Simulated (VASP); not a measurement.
CaZnBr4:

```
Ca Zn Br
1.0
     0.00000    4.35551    4.35551
     4.35551    0.00000    4.35551
     4.35551    4.35551    0.00000
Ca Zn Br
1 1 4
Direct
  0.00000 0.00000 0.00000
  0.25000 0.25000 0.25000
  0.62495 0.12516 0.62495
  0.62495 0.62495 0.62495
  0.12516 0.62495 0.62495
  0.62495 0.62495 0.12516
```

| Quantity | Value |
| --- | --- |
| Program | VASP 6.6.1 |
| Task | relaxation of cell and atoms |
| Functional | PBE |
| Potentials or basis | VASP PAW PBE potentials, release 64 (Ca_sv, Zn, Br) |
| Cutoff | 600 eV |
| k mesh | 8 × 8 × 8 |
| Occupations | gaussian, width 0.1 eV |
| Spin | no spin polarisation |

At the start: pressure 3.2 GPa; volume 27.54 Å³/atom.

Task: Where does the relaxation end?

Result: Over 4 steps the energy falls by 29.3 meV/atom and the volume is 30.74 Å³/atom (+11.6 %); space group F-43m (No. 216, to 0.05 Å).

The path:
```tsv
step	energy change (eV)	largest force (eV/Å)	pressure (GPa)	volume (Å³)
1	0.0000	0.0711	3.25	165.25
2	-0.1635	0.0219	0.74	178.96
3	-0.1756	0.0082	-0.08	185.08
4	-0.1758	0.0094	0.00	184.46
```

Final structure:
```yaml
crystal:
  lattice:
    - [0.00000, 4.51810, 4.51810]
    - [4.51810, 0.00000, 4.51810]
    - [4.51810, 4.51810, 0.00000]
  atoms:
    - { symbol: Ca, position: [0.00000, 0.00000, 0.00000] }
    - { symbol: Zn, position: [0.25000, 0.25000, 0.25000] }
    - { symbol: Br, position: [0.62526, 0.12422, 0.62526] }
    - { symbol: Br, position: [0.62526, 0.62526, 0.62526] }
    - { symbol: Br, position: [0.12422, 0.62526, 0.62526] }
    - { symbol: Br, position: [0.62526, 0.62526, 0.12422] }
```
